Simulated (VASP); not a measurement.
Wanted: the native input for a VASP 6.6.1 run.

```yaml
Task: single point
Functional: r2SCAN
Potentials_or_basis: VASP PAW PBE potentials, release 64 (Au)
Cutoff: 520 eV
k_mesh: 22 × 22 × 22
Occupations: gaussian, width 0.15 eV
Spin: no spin polarisation
Dipole_correction: no
Further_INCAR_settings: ALGO = Normal; EDIFF = 1e-07; NBANDS = 12
```

The system is Au.

```
CELL_PARAMETERS angstrom
-0.87692 1.75383 1.75383
1.75383 -0.87692 1.75383
1.75383 1.75383 -0.87692
ATOMIC_POSITIONS crystal
Au 0.00000 0.00000 0.00000
```

This cell differs from its parent crystal: ratio of the length along [111] to the lengths across it x 2.0, volume and fractional coordinates fixed.

These files were run (other wordings do the same):

POSCAR

```
Au
1.0
   -0.8769168513      1.7538337027      1.7538337027
    1.7538337027     -0.8769168513      1.7538337027
    1.7538337027      1.7538337027     -0.8769168513
Au
1
Direct
    0.0000000000      0.0000000000      0.0000000000
```

INCAR.step1

```
PREC     = Accurate       # precision mode
ENCUT    = 520            # plane-wave cutoff, eV
ISMEAR   = 0              # smearing method
SIGMA    = 0.15           # smearing width, eV
LREAL    = F              # projectors in reciprocal space
LASPH    = T              # aspherical terms in the spheres
NELM     = 100            # most SCF steps
NBANDS   = 12             # bands
GGA      = PE             # functional
ALGO     = Normal         # electronic algorithm
EDIFF    = 1E-4           # SCF threshold, eV
LWAVE    = T              # write WAVECAR
LCHARG   = F              # write CHGCAR
```

INCAR.step2

```
PREC     = Accurate       # precision mode
ENCUT    = 520            # plane-wave cutoff, eV
EDIFF    = 1E-7           # SCF threshold, eV
ISMEAR   = 0              # smearing method
SIGMA    = 0.15           # smearing width, eV
LREAL    = F              # projectors in reciprocal space
LASPH    = T              # aspherical terms in the spheres
NELM     = 100            # most SCF steps
ALGO     = Normal         # electronic algorithm
ISIF     = 2              # what is computed and relaxed
LWAVE    = F              # write WAVECAR
LCHARG   = T              # write CHGCAR
METAGGA  = R2SCAN         # meta-GGA
LMIXTAU  = T            
LELF     = T              # ELF
LVHAR    = T            
NBANDS   = 12             # bands
ISTART   = 1
```

KPOINTS

```
Automatic mesh
0
Gamma
  22 22 22
```

Potentials or basis: VASP PAW PBE potentials, release 64 (Au).

Run with:

```sh
$ cat potpaw_PBE.64/Au/POTCAR > POTCAR
$ cp INCAR.step1 INCAR
$ mpirun -np 1 vasp_std > vasp.out
$ cp INCAR.step2 INCAR
$ mpirun -np 1 vasp_std > vasp.out
```

Results of the run:

- Pressure: 16.6 GPa

Caveat: the PAW data sets were made with another functional, which shifts forces and pressure a little.

It took 84 s on 1 thread of Intel(R) Xeon(R) 6975P-C (Granite Rapids), with other jobs on the host, peak memory 0.18 GiB.
